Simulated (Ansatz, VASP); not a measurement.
## Ge in VASP and in Ansatz

Contents of INCAR:

```
SYSTEM = Ge
PREC = Accurate
ENCUT = 520
EDIFF = 1E-6
ISMEAR = 0
SIGMA = 0.15
LREAL = .False.
LASPH = .True.
NELM = 60
ALGO = Fast
ISIF = 2
LWAVE = .False.
LCHARG = .False.
GGA = CA
NBANDS = 66
```

File KPOINTS:

```
regular mesh
0
Gamma
  9 9 9
  0 0 0
```

Contents of POSCAR:

```
Ge
1.0
    4.8313000000      2.7893523555      1.9360574366
   -4.8313000000      2.7893523555      1.9360574366
    0.0000000000     -5.5787047111      1.9360574366
Ge
8
Direct
    0.7160372198      0.7160372198      0.7160372198
    0.2839627802      0.2839627802      0.2839627802
    0.0289443365      0.7253625346      0.5322921793
    0.5322921793      0.0289443365      0.7253625346
    0.7253625346      0.5322921793      0.0289443365
    0.9710556635      0.2746374654      0.4677078207
    0.4677078207      0.9710556635      0.2746374654
    0.2746374654      0.4677078207      0.9710556635
```

Input for Ansatz:

```yaml
crystal:
  lattice:
    - [4.8313, 2.7893523555, 1.9360574366]
    - [-4.8313, 2.7893523555, 1.9360574366]
    - [0.0, -5.5787047111, 1.9360574366]
  atoms:
    - { symbol: Ge, position: [0.7160372198, 0.7160372198, 0.7160372198] }
    - { symbol: Ge, position: [0.2839627802, 0.2839627802, 0.2839627802] }
    - { symbol: Ge, position: [0.0289443365, 0.7253625346, 0.5322921793] }
    - { symbol: Ge, position: [0.5322921793, 0.0289443365, 0.7253625346] }
    - { symbol: Ge, position: [0.7253625346, 0.5322921793, 0.0289443365] }
    - { symbol: Ge, position: [0.9710556635, 0.2746374654, 0.4677078207] }
    - { symbol: Ge, position: [0.4677078207, 0.9710556635, 0.2746374654] }
    - { symbol: Ge, position: [0.2746374654, 0.4677078207, 0.9710556635] }
basis:
  ecutwfc: 420
kpoints:
  mp_grid: { grid: [9, 9, 9] }
hamiltonian:
  xc: lda
  pseudopotentials: { kind: paw, azcp: { folder: soft_1 } }
scf:
  occupations: { method: gaussian, width: 0.15 }
output:
  forces: true
  stress: true
  eigenvalues: true
```

Alike in both runs: task single point; functional LDA; k mesh 9 × 9 × 9; occupations gaussian, width 0.15 eV; no spin polarisation.

```csv
,VASP,Ansatz
version,VASP 6.6.1,Ansatz 0.2.0
potentials or method,"VASP PAW LDA potentials, release 64 (Ge_d), cutoff 520 eV","scalar-relativistic, plane waves, PAW"
valence electrons in the cell,112,112
```

Ansatz gave:

```
gap on the k mesh at the Fermi level (eV)                     : none
pressure (GPa)                                                : 1.7
traceless stress, the component that is largest in VASP (GPa) : -1.06
rms of the force components (eV/Å)                            : 0.055
```

Q: Which values does VASP return?

A: gap on the k mesh at the Fermi level (eV): none; pressure (GPa): 1.8; traceless stress, the component that is largest in VASP (GPa): -1.07; rms of the force components (eV/Å): 0.058.

Ansatz warns that its potentials were made for another functional, while VASP's fit it. LDA's correlation is that of Perdew and Zunger in VASP and of Perdew and Wang (1992) in Ansatz. Atom by atom the forces differ by 0.005 eV/Å (rms over components). A gap of «none» marks a metal or a gap that the smearing closes.
